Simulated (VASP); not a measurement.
# BN (Fmm2) in VASP: further runs, part 2 of 2

VASP 6.6.1. The steps go on from the part before.

### Step 3. Single point, PBE

This run uses another cell than the first one, of 9.48 Å³/atom, 0.943 times its volume.

The input, INCAR:

```
ALGO = Normal
EDIFF = 1E-7
ENCUT = 520
GGA = PE
ISIF = 2
ISMEAR = -1
LASPH = True
LCHARG = False
LREAL = False
LWAVE = False
NBANDS = 11
NELM = 60
PREC = Accurate
SIGMA = 0.05
```

The input, KPOINTS:

```
k-points
0
Gamma
  8 8 8
```

The input, POSCAR:

```
BN
1.0
    0.0000000000      3.4953158300      2.1660912400
    1.2516321000      0.0000000000      2.1660912400
    1.2516321000      3.4953158300      0.0000000000
N B
1 1
Direct
    0.6666513400      0.6666513400      0.3333486600
    0.0000486500      0.0000486500      0.9999513500
```

Potentials or basis: VASP PAW PBE potentials, release 64 (N, B).

On the command line:

```
$ cat potpaw_PBE.64/N/POTCAR potpaw_PBE.64/B/POTCAR > POTCAR
$ mpirun -np 1 vasp_std > vasp.out
```

OUTCAR:

```text
EDIFF = 1E-7
   ENCUT = 520
   GGA = PE
   ISIF = 2
   ISMEAR = -1
   LASPH = True
   LREAL = False
   NELM = 60
   PREC = Accurate

 ion  position               nearest neighbor table
   1  0.667  0.667  0.333-   2 1.44   2 1.44   2 1.44
   2  0.000  0.000  1.000-   1 1.44   1 1.44   1 1.44

  LATTYP: Found a face centered orthorhombic cell.
 ALAT       =     2.5032642000
 B/A-ratio  =     1.7306133647
 C/A-ratio  =     2.7926064137

  Lattice vectors:

 A1 = (   0.0000000000,   3.4953158300,   2.1660912400)
 A2 = (  -1.2516321000,   3.4953158300,   0.0000000000)
 A3 = (  -1.2516321000,   0.0000000000,   2.1660912400)

Analysis of symmetry for initial positions (statically):
=====================================================================
 Subroutine PRICEL returns:
 Original cell was already a primitive cell.

 Routine SETGRP: Setting up the symmetry group for a
 face centered orthorhombic supercell.

 Subroutine GETGRP returns: Found  4 space group operations
 (whereof  4 operations were pure point group operations)
 out of a pool of  8 trial point group operations.

The static configuration has the point symmetry C_2v.

Analysis of symmetry for dynamics (positions and initial velocities):
=====================================================================
 Subroutine PRICEL returns:
 Original cell was already a primitive cell.

 Routine SETGRP: Setting up the symmetry group for a
 face centered orthorhombic supercell.

 Subroutine GETGRP returns: Found  4 space group operations
 (whereof  4 operations were pure point group operations)
 out of a pool of  8 trial point group operations.

The dynamic configuration has the point symmetry C_2v.

 Subroutine INISYM returns: Found  4 space group operations
 (whereof  4 operations are pure point group operations),
 and found     1 'primitive' translations

[... 115 lines left out ...]
  volume/ion in A,a.u.               =       9.48        63.95
  Fermi-wavevector in a.u.,A,eV,Ry     =   1.228047  2.320672 20.518928  1.508099
  Thomas-Fermi vector in A             =   2.362987
   LORBIT       =      0    0 simple, 1 ext, 2 COOP (PROOUT), +10 PAW based schemes
   GGA     = PE    functional components
   LHFCALC =     F    Hartree Fock is set to
   AEXX    =    0.0000 exact exchange contribution
   IVDW    =     0    specifies the selected vdW correction
   LEPSILON=     F    determine dielectric tensor
   LRPA    =     F    only Hartree local field effects (RPA)
 non-spin polarized calculation
  energy-cutoff  :      520.00
  volume of cell :       18.95
 maximum number of plane-waves:       529
   NGX = 15   NGY =  9   NGZ = 13

 number of electron       8.0000000 magnetization

 Free energy of the ion-electron system (eV)
  ---------------------------------------------------
  ext. energy  EPLUGINS =         0.00000000
  ---------------------------------------------------
  free energy    TOTEN  =       -17.58671715 eV

  energy without entropy =      -17.58671715  energy(sigma->0) =      -17.58671715

 E-fermi :   2.9868     XC(G=0):  -9.7394

 val. band max:        2.0043565523   @ k =   0.5000  -0.3750   0.1250
 cond. band min:       5.8266249414   @ k =   0.0000   0.5000   0.5000
 fundamental gap:      3.8222683891
 Fermi energy:         2.9868432162

 k-point     1 :       0.0000    0.0000    0.0000
  band No.  band energies     occupation
      1     -15.8875      2.00000
      2      -2.5001      2.00000
      3       0.5605      2.00000
      4       0.5675      2.00000
      5       6.8412      0.00000
      6      13.4916      0.00000
      7      13.5508      0.00000
      8      14.9522      0.00000
      9      16.4111      0.00000
     10      27.5801      0.00000
     11      28.7312      0.00000
[... 309 lines left out ...]
 k-point    24 :       0.3750    0.0000    0.1250
  band No.  band energies     occupation
      1     -14.6365      2.00000
      2      -3.2162      2.00000
      3      -1.8209      2.00000
      4      -1.0568      2.00000
      5       9.7998      0.00000
      6      12.1572      0.00000
      7      13.4433      0.00000
      8      17.9873      0.00000
      9      18.8280      0.00000
     10      22.7313      0.00000
     11      26.9369      0.00000

 [... further k-points ...]
[... 5 lines left out ...]
  --------------------------------------------------------------------------------------
  -------------------------------------------------------------------------------------
  Total        0.4874388      0.1890293      0.4927194      0.0000000      0.0000000      0.0000000
  in kB       41.2060316     15.9797450     41.6524338      0.0000000      0.0000000      0.0000000
  external PRESSURE =      32.9460701 kB  Pullay stress =       0.0000000 kB

 VOLUME and BASIS-vectors are now :
 -----------------------------------------------------------------------------
  energy-cutoff  :      520.00
  volume of cell :       18.95
      direct lattice vectors                 reciprocal lattice vectors
     0.000000000  3.495315830  2.166091240    -0.399478409  0.143048590  0.230830535
     1.251632100  0.000000000  2.166091240     0.399478409 -0.143048590  0.230830535
     1.251632100  3.495315830  0.000000000     0.399478409  0.143048590 -0.230830535

 POSITION                                       TOTAL-FORCE (eV/Angst)
 -----------------------------------------------------------------------------------
      1.25163      3.49532      2.88806         0.000000      0.000000     -0.009735
      1.25163      3.49532      0.00021         0.000000      0.000000      0.009735
 -----------------------------------------------------------------------------------
    total drift:                                0.000006     -0.000011     -0.000066

  FREE ENERGIE OF THE ION-ELECTRON SYSTEM (eV)
  ---------------------------------------------------
  free  energy   TOTEN  =       -17.5867171528 eV

  energy  without entropy=      -17.5867171528  energy(sigma->0) =      -17.58671715
```

OSZICAR:

```text
N       E                     dE             d eps       ncg     rms          rms(c)
DAV:   1     0.149442030370E+02    0.14944E+02   -0.46763E+03  2106   0.684E+02
DAV:   2    -0.185383816416E+02   -0.33483E+02   -0.32531E+02  2500   0.163E+02
DAV:   3    -0.194053515870E+02   -0.86697E+00   -0.86564E+00  2553   0.242E+01
DAV:   4    -0.194081665583E+02   -0.28150E-02   -0.28149E-02  2342   0.151E+00
DAV:   5    -0.194081799505E+02   -0.13392E-04   -0.13392E-04  2549   0.921E-02    0.799E+00
DAV:   6    -0.177851563030E+02    0.16230E+01   -0.52634E+00  2352   0.128E+01    0.364E+00
DAV:   7    -0.176263787002E+02    0.15878E+00   -0.24975E-01  2423   0.372E+00    0.223E+00
DAV:   8    -0.175857396366E+02    0.40639E-01   -0.12373E-01  2447   0.213E+00    0.257E-01
DAV:   9    -0.175861972948E+02   -0.45766E-03   -0.30302E-03  2294   0.436E-01    0.142E-01
DAV:  10    -0.175866850540E+02   -0.48776E-03   -0.60193E-04  2338   0.177E-01    0.258E-02
DAV:  11    -0.175867169041E+02   -0.31850E-04   -0.64987E-05  2462   0.547E-02    0.226E-02
DAV:  12    -0.175867166609E+02    0.24321E-06   -0.12303E-05  2361   0.231E-02    0.210E-03
DAV:  13    -0.175867170860E+02   -0.42516E-06   -0.49388E-07  2454   0.613E-03    0.732E-04
DAV:  14    -0.175867171528E+02   -0.66782E-07   -0.25231E-08  2294   0.107E-03
   1 F= -.17586717E+02 E0= -.17586717E+02  d E =-.324854E-10
```

Wall time 40 s (1 thread of Intel Xeon 6975P-C, shared host); peak memory 0.15 GiB.

What came out:

| Item | Value |
| --- | --- |
| Free energy | -17.5867 eV |
| Pressure | 3.3 GPa |
| Largest force | 0.010 eV/Å |
| Band gap on the k mesh | 3.82 eV, indirect (least direct gap 4.80 eV) |

Forces on the atoms (eV/Å):
```
N    0.000  0.000 -0.010
B    0.000  0.000  0.010
```

Stress tensor (GPa, compression positive):
```
4.12 0.00 0.00
0.00 1.60 0.00
0.00 0.00 4.17
```
